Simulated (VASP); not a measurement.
# VH2 (Fm-3m) in VASP: further runs

The runs below take VH2 through single point, with PBEsol.

All numbers are computed with VASP 6.6.1; they aren't measurements. Logs are shortened: lines on timing, memory, paths and dates and some standing lists are left out, and cuts for length are marked.

### Step 1. The cell of the first run

The structure is cubic, space group Fm-3m (No. 225). Conventional cell: a = 4.099 Å, b = 4.099 Å, c = 4.099 Å, α = 90.00°, β = 90.00°, γ = 90.00°. V (site symmetry m-3m) has 8 H at 1.78 Å within 2.4 Å. Within 2.4 Å of H (site symmetry -43m) lie 4 V at 1.78 Å and 6 H at 2.05 Å.

### Step 2. Single point, PBEsol, collinear spin, ferromagnetic start

The input, INCAR:

```
PREC = Accurate
ENCUT = 520
EDIFF = 1E-7
ISMEAR = -1
SIGMA = 0.1
LREAL = False
LASPH = True
NELM = 150
ALGO = Normal
ISIF = 2
LWAVE = False
LCHARG = True
ISPIN = 2
MAGMOM = 2 0 0
LORBIT = 11
LMAXMIX = 4
GGA = PS
LELF = True
LVHAR = True
NBANDS = 18
```

The input, KPOINTS:

```
regular mesh
0
Gamma
  11 11 11
```

The input, POSCAR:

```
VH2
1.0
    2.8986882953      0.0000000000      0.0000000000
    1.4493441477      2.5103377014      0.0000000000
    1.4493441477      0.8367792338      2.3667690823
V H
1 2
Direct
    0.0000000000      0.0000000000      0.0000000000
    0.2500000000      0.2500000000      0.2500000000
    0.7500000000      0.7500000000      0.7500000000
```

Potentials or basis: VASP PAW PBE potentials, release 64 (V_sv, H).

Launch:

```
> cat potpaw_PBE.64/V_sv/POTCAR potpaw_PBE.64/H/POTCAR > POTCAR
> mpirun -np 1 vasp_std > vasp.out
```

OUTCAR:

```text
PREC = Accurate
   ENCUT = 520
   EDIFF = 1E-7
   ISMEAR = -1
   LREAL = False
   LASPH = True
   NELM = 150
   ISIF = 2
   ISPIN = 2
   LORBIT = 11
   GGA = PS

 ion  position               nearest neighbor table
   1  0.000  0.000  0.000-   3 1.78   2 1.78   2 1.78   3 1.78   2 1.78   3 1.78   3 1.78   2 1.78

   2  0.250  0.250  0.250-   1 1.78   1 1.78   1 1.78   1 1.78
   3  0.750  0.750  0.750-   1 1.78   1 1.78   1 1.78   1 1.78

  LATTYP: Found a face centered cubic cell.
 ALAT       =     4.0993643004

  Lattice vectors:

 A1 = (   2.8986882953,   0.0000000000,   0.0000000000)
 A2 = (   1.4493441477,   2.5103377014,   0.0000000000)
 A3 = (   1.4493441477,   0.8367792338,   2.3667690823)

Analysis of symmetry for initial positions (statically):
=====================================================================
 Subroutine PRICEL returns:
 Original cell was already a primitive cell.

 Routine SETGRP: Setting up the symmetry group for a
 face centered cubic supercell.

 Subroutine GETGRP returns: Found 48 space group operations
 (whereof 48 operations were pure point group operations)
 out of a pool of 48 trial point group operations.

The static configuration has the point symmetry O_h .

Analysis of symmetry for dynamics (positions and initial velocities):
=====================================================================
 Subroutine PRICEL returns:
 Original cell was already a primitive cell.

 Routine SETGRP: Setting up the symmetry group for a
 face centered cubic supercell.

 Subroutine GETGRP returns: Found 48 space group operations
 (whereof 48 operations were pure point group operations)
 out of a pool of 48 trial point group operations.

The dynamic configuration has the point symmetry O_h .

Analysis of structural, dynamic, and magnetic symmetry:
=====================================================================
 Subroutine PRICEL returns:
 Original cell was already a primitive cell.

 Routine SETGRP: Setting up the symmetry group for a
 face centered cubic supercell.

 Subroutine GETGRP returns: Found 48 space group operations
 (whereof 48 operations were pure point group operations)
 out of a pool of 48 trial point group operations.

The overall configuration has the point symmetry O_h .

 Subroutine INISYM returns: Found 48 space group operations
 (whereof 48 operations are pure point group operations),
 and found     1 'primitive' translations

----------------------------------------------------------------------------------------

                                     Primitive cell

  volume of cell :      17.2222

  direct lattice vectors                    reciprocal lattice vectors
     2.898688295  0.000000000  0.000000000     0.344983626 -0.199176390 -0.140838976
     1.449344148  2.510337701  0.000000000     0.000000000  0.398352779 -0.140838976
     1.449344148  0.836779234  2.366769082     0.000000000  0.000000000  0.422516927

  length of vectors
     2.898688295  2.898688295  2.898688295     0.422516927  0.422516927  0.422516927

  position of ions in fractional coordinates (direct lattice)
     0.000000000  0.000000000  0.000000000
     0.250000000  0.250000000  0.250000000
     0.750000000  0.750000000  0.750000000

  ion indices of the primitive-cell ions
   primitive index   ion index
                 1           1
                 2           2
                 3           3

----------------------------------------------------------------------------------------

 KPOINTS: regular mesh

Automatic generation of k-mesh.
 Grid dimensions read from file:
 generate k-points for:   11   11   11

 Generating k-lattice:

  Cartesian coordinates                     Fractional coordinates (reciprocal lattice)
     0.031362148 -0.018106945 -0.012803543     0.090909091 -0.000000000  0.000000000
     0.000000000  0.036213889 -0.012803543     0.000000000  0.090909091  0.000000000
     0.000000000  0.000000000  0.038410630     0.000000000  0.000000000  0.090909091

  Length of vectors
     0.038410630  0.038410630  0.038410630

  Shift w.r.t. Gamma in fractional coordinates (k-lattice)
     0.000000000  0.000000000  0.000000000

 Subroutine IBZKPT returns following result:
 ===========================================

 Found     56 irreducible k-points:

 Following reciprocal coordinates:
            Coordinates               Weight
  0.000000  0.000000  0.000000      1.000000
  0.090909  0.000000 -0.000000      8.000000
  0.181818 -0.000000 -0.000000      8.000000
  0.272727  0.000000  0.000000      8.000000
  0.363636 -0.000000 -0.000000      8.000000
  0.454545  0.000000 -0.000000      8.000000
[... 16 lines left out ...]
 -0.272727  0.181818 -0.000000     24.000000
 -0.181818  0.181818  0.000000     12.000000
 [... further k-points ...]
   k-points           NKPTS =     56   k-points in BZ     NKDIM =     56   number of bands    NBANDS=     18
   number of dos      NEDOS =    301   number of ions     NIONS =      3
   total plane-waves  NPLWV =  13824
   dimension x,y,z NGX =    24 NGY =   24 NGZ =   24
   dimension x,y,z NGXF=    48 NGYF=   48 NGZF=   48
   ions per type =               1   2
   NGX,Y,Z   is equivalent  to a cutoff of  13.76, 13.76, 13.76 a.u.
   NGXF,Y,Z  is equivalent  to a cutoff of  27.53, 27.53, 27.53 a.u.
 SYSTEM =  unknown system
   PREC   = accura    normal or accurate (medium, high low for compatibility)
   ISTART =      0    job   : 0-new  1-cont  2-samecut
   ICHARG =      2    charge: 1-file 2-atom 10-const
   ISPIN  =      2    spin polarized calculation?
   LNONCOLLINEAR =      F non collinear calculations
   LSORBIT =      F    spin-orbit coupling
   LASPH  =      T    aspherical Exc in radial PAW
   ENCUT  =  520.0 eV  38.22 Ry    6.18 a.u.   5.39  5.39  5.39*2*pi/ulx,y,z
   NELM   =    150;   NELMIN=  2; NELMDL= -5     # of ELM steps
   EDIFF  = 0.1E-06   stopping-criterion for ELM
   LREAL  =      F    real-space projection
   EDIFFG = 0.1E-05   stopping-criterion for IOM
   NSW    =      0    number of steps for IOM
   IBRION =     -1    ionic relax: 0-MD 1-quasi-New 2-CG
   NFREE  =      0    steps in history (QN), initial steepest desc. (CG)
   ISIF   =      2    stress and relaxation
   ISYM   =      2    0-nonsym 1-usesym 2-fastsym
   POTIM  = 0.5000    time-step for ionic-motion
   TEBEG  =    0.0;   TEEND  =   0.0 temperature during run
   PSTRESS=    0.0 pullay stress
   NELECT =      15.0000    total number of electrons
   NUPDOWN=      -1.0000    fix difference up-down
   EMIN   =  10.00;   EMAX   =-10.00  energy-range for DOS
   EFERMI =   0.00;   METHOD = LEGACY
   ISMEAR =    -1;   SIGMA  =   0.10  broadening in eV -4-tet -1-fermi 0-gaus
   EFERMI_NEDOS =   21; number of points for ismear=-14 and -15
   IALGO  =     38    algorithm
   IMIX   =      4    mixing-type and parameters
     AMIX     =   0.40;   BMIX     =  1.00
     AMIX_MAG =   1.60;   BMIX_MAG =  1.00
  volume/ion in A,a.u.               =       5.74        38.74
  Fermi-wavevector in a.u.,A,eV,Ry     =   1.563419  2.954434 33.256437  2.444279
  Thomas-Fermi vector in A             =   2.666193
   LORBIT       =     11    0 simple, 1 ext, 2 COOP (PROOUT), +10 PAW based schemes
   GGA     = PS    functional components
   LHFCALC =     F    Hartree Fock is set to
   AEXX    =    0.0000 exact exchange contribution
   IVDW    =     0    specifies the selected vdW correction
   LEPSILON=     F    determine dielectric tensor
   LRPA    =     F    only Hartree local field effects (RPA)
 spin polarized calculation
  energy-cutoff  :      520.00
  volume of cell :       17.22
 maximum number of plane-waves:       483
 NGX is ok and might be reduce to    24
   NGX = 11   NGY = 11   NGZ = 11

 number of electron      15.0000006 magnetization      -0.0083764

 number of electron      15.0000006 magnetization       0.0000174

 Free energy of the ion-electron system (eV)
  ---------------------------------------------------
  ext. energy  EPLUGINS =         0.00000000
  ---------------------------------------------------
  free energy    TOTEN  =       -17.07760443 eV

  energy without entropy =      -17.03540642  energy(sigma->0) =      -17.05650543

 E-fermi :   9.3251     XC(G=0): -12.9152

 val. band max:        9.3138288464   @ k =  -0.3636   0.2727   0.0909
 cond. band min:       9.3727562046   @ k =  -0.2727   0.2727   0.0909
 fundamental gap:      0.0589273581
 Fermi energy:         9.3251467365

 spin component 1

 k-point     1 :       0.0000    0.0000    0.0000
  band No.  band energies     occupation
      1     -54.9065      1.00000
      2     -28.6448      1.00000
      3     -28.6448      1.00000
      4     -28.6448      1.00000
      5      -2.7275      1.00000
      6       8.2273      0.99998
[... 10 lines left out ...]
     17      30.3943      0.00000
     18      30.3943      0.00000
[... 463 lines left out ...]
 k-point    24 :      -0.1818    0.1818    0.0000
  band No.  band energies     occupation
      1     -54.8515      1.00000
      2     -28.9310      1.00000
      3     -28.7595      1.00000
      4     -28.6777      1.00000
      5      -0.4497      1.00000
      6       4.3680      1.00000
[... 10 lines left out ...]
     17      33.1734      0.00000
     18      34.7293      0.00000

 [... further k-points ...]

 spin component 2

 k-point     1 :       0.0000    0.0000    0.0000
  band No.  band energies     occupation
      1     -54.9066      1.00000
      2     -28.6448      1.00000
      3     -28.6448      1.00000
      4     -28.6448      1.00000
      5      -2.7275      1.00000
      6       8.2273      0.99998
[... 10 lines left out ...]
     17      30.3943      0.00000
     18      30.3943      0.00000
[... 463 lines left out ...]
 k-point    24 :      -0.1818    0.1818    0.0000
  band No.  band energies     occupation
      1     -54.8515      1.00000
      2     -28.9310      1.00000
      3     -28.7595      1.00000
      4     -28.6777      1.00000
      5      -0.4498      1.00000
      6       4.3680      1.00000
[... 10 lines left out ...]
     17      33.1735      0.00000
     18      34.7293      0.00000

 [... further k-points ...]
[... 5 lines left out ...]
  --------------------------------------------------------------------------------------
  -------------------------------------------------------------------------------------
  Total        1.0945113      1.0945113      1.0945113      0.0000000      0.0000000      0.0000000
  in kB      101.8219162    101.8219162    101.8219162      0.0000000      0.0000000      0.0000000
  external PRESSURE =     101.8219162 kB  Pullay stress =       0.0000000 kB

 VOLUME and BASIS-vectors are now :
 -----------------------------------------------------------------------------
  energy-cutoff  :      520.00
  volume of cell :       17.22
      direct lattice vectors                 reciprocal lattice vectors
     2.898688295  0.000000000  0.000000000     0.344983626 -0.199176390 -0.140838976
     1.449344148  2.510337701  0.000000000     0.000000000  0.398352779 -0.140838976
     1.449344148  0.836779234  2.366769082     0.000000000  0.000000000  0.422516927

 POSITION                                       TOTAL-FORCE (eV/Angst)
 -----------------------------------------------------------------------------------
      0.00000      0.00000      0.00000         0.000000     -0.000000     -0.000000
      1.44934      0.83678      0.59169        -0.000000     -0.000000     -0.000000
      4.34803      2.51034      1.77508        -0.000000      0.000000      0.000000
 -----------------------------------------------------------------------------------
    total drift:                                0.000000     -0.000000     -0.000000

  FREE ENERGIE OF THE ION-ELECTRON SYSTEM (eV)
  ---------------------------------------------------
  free  energy   TOTEN  =       -17.0776044333 eV

  energy  without entropy=      -17.0354064181  energy(sigma->0) =      -17.05650543

 total charge

# of ion       s       p       d       tot
------------------------------------------
    1        2.239   6.271   3.287  11.797
    2        0.593   0.033   0.000   0.626
    3        0.593   0.033   0.000   0.626
--------------------------------------------------
tot          3.425   6.337   3.287  13.049

 magnetization (x)

# of ion       s       p       d       tot
------------------------------------------
    1        0.000   0.000   0.000   0.000
    2       -0.000  -0.000   0.000  -0.000
    3       -0.000  -0.000   0.000  -0.000
--------------------------------------------------
tot         -0.000   0.000   0.000   0.000
```

It used 100 s of CPU time on 1 thread of AMD EPYC 7R13 Processor (Zen 3), on a shared host.

Results:

```yaml
Free_energy: -17.0776 eV
Pressure: 10.2 GPa
Net_moment: 0.00 μB per cell
Valence_electrons_inside_the_program's_atomic_spheres: V 11.80; H 0.63
```

Caveat: the PAW data sets were made with another functional, which shifts forces and pressure a little.

(Continued in part 2 of 2.)
